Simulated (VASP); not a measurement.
A run of VASP 6.6.1:

INCAR

```
ALGO = Normal
EDIFF = 1E-6
ENCUT = 600
GGA = PS
GGA_COMPAT = F
ISIF = 2
ISMEAR = -1
LASPH = T
LCHARG = F
LREAL = F
LWAVE = F
NBANDS = 19
NELM = 120
PREC = Accurate
SIGMA = 0.03
```

KPOINTS

```
k-points
0
Gamma
  6 6 6
```

POSCAR

```
ZrO2
1.0
    0.0000000000      2.5320828484      2.5320828484
    2.5320828484      0.0000000000      2.5320828484
    2.5320828484      2.5320828484      0.0000000000
Zr O
1 2
Direct
    0.0000000000      0.0000000000      0.0000000000
    0.2500000000      0.2500000000      0.2500000000
    0.7500000000      0.7500000000      0.7500000000
```

Potentials or basis: VASP PAW PBE potentials, release 64 (Zr_sv, O).

Launch:

```sh
$ cat potpaw_PBE.64/Zr_sv/POTCAR potpaw_PBE.64/O/POTCAR > POTCAR
$ mpirun -np 1 vasp_std > vasp.out
```

Hardware: 1 thread of Intel Xeon 6975P-C (shared host).

Q: How long does it take, and how much memory?

A: It took 15 s on 1 thread of Intel Xeon 6975P-C, on a shared host, peak memory 0.17 GiB. Counts: scf iterations 14, k points 16.
